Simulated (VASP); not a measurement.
A run of VASP 6.6.1 is set up as follows.

INCAR

```
ALGO = Normal
EDIFF = 1E-7
ENCUT = 520
GGA = PS
ISIF = 2
ISMEAR = 0
LASPH = T
LCHARG = T
LELF = T
LREAL = F
LVHAR = T
LWAVE = F
NBANDS = 35
NELM = 60
PREC = Accurate
SIGMA = 0.1
```

The input KPOINTS:

```
k-points
0
Gamma
  8 8 10
```

POSCAR

```
PbO2
1.0
    4.9223017899      0.0000000000      0.0000000000
    0.0000000000      4.9223017899      0.0000000000
    0.0000000000      0.0000000000      3.4422609502
Pb O
2 4
Direct
    0.0000000000      0.0000000000      0.0000000000
    0.5000000000      0.5000000000      0.5000000000
    0.3076225152      0.3076225152      0.0000000000
    0.1923774848      0.8076225152      0.5000000000
    0.6923774848      0.6923774848      0.0000000000
    0.8076225152      0.1923774848      0.5000000000
```

Potentials or basis: VASP PAW PBE potentials, release 64 (Pb_d, O).

Command:

```bash
$ cat potpaw_PBE.64/Pb_d/POTCAR potpaw_PBE.64/O/POTCAR > POTCAR
$ mpirun -np 1 vasp_std > vasp.out
```

**Question.** Estimate the largest force.

**Answer.** 0.010 eV/Å.

**Question.** Predict the pressure.

**Answer.** 2.7 GPa.

Forces in eV/Å, atoms in the order of the input:
```
Pb   0.000  0.000  0.000
Pb   0.000  0.000  0.000
O   -0.007 -0.007  0.000
O    0.007 -0.007  0.000
O    0.007  0.007  0.000
O   -0.007  0.007  0.000
```

Caveat: the cell differs from its parent crystal (biaxial strain in the a-b plane: -1.5 %); the PAW data sets were made with another functional, which shifts forces and pressure a little.
